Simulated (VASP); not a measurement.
Here is a VASP 6.6.1 calculation.

The input INCAR:

```
ALGO     = Normal         # electronic algorithm
EDIFF    = 1E-6           # SCF threshold, eV
ENCUT    = 520            # plane-wave cutoff, eV
GGA      = PE             # functional
ISIF     = 2              # what is computed and relaxed
ISMEAR   = -1             # smearing method
LASPH    = T              # aspherical terms in the spheres
LCHARG   = F              # write CHGCAR
LREAL    = F              # projectors in reciprocal space
LWAVE    = F              # write WAVECAR
NBANDS   = 11             # bands
NELM     = 80             # most SCF steps
PREC     = Accurate       # precision mode
SIGMA    = 0.1            # smearing width, eV
```

File KPOINTS:

```
k-points
0
Gamma
  7 7 7
```

Contents of POSCAR:

```
Hf
1.0
   -1.8050000000      1.8050000000      1.8050000000
    1.8050000000     -1.8050000000      1.8050000000
    1.8050000000      1.8050000000     -1.8050000000
Hf
1
Direct
    0.0000000000      0.0000000000      0.0000000000
```

Potentials or basis: VASP PAW PBE potentials, release 64 (Hf_pv).

Launch:

```bash
$ cat potpaw_PBE.64/Hf_pv/POTCAR > POTCAR
$ mpirun -np 1 vasp_std > vasp.out
```

**Question.** Estimate the pressure.

**Answer.** -4.4 GPa.

**Question.** Estimate the band gap on the k mesh.

**Answer.** Zero (band 5 reaches 5.72 eV, above the bottom of band 6 at 3.73 eV).

Caveat: spin-orbit coupling is left out, which moves the levels of the heavy elements.
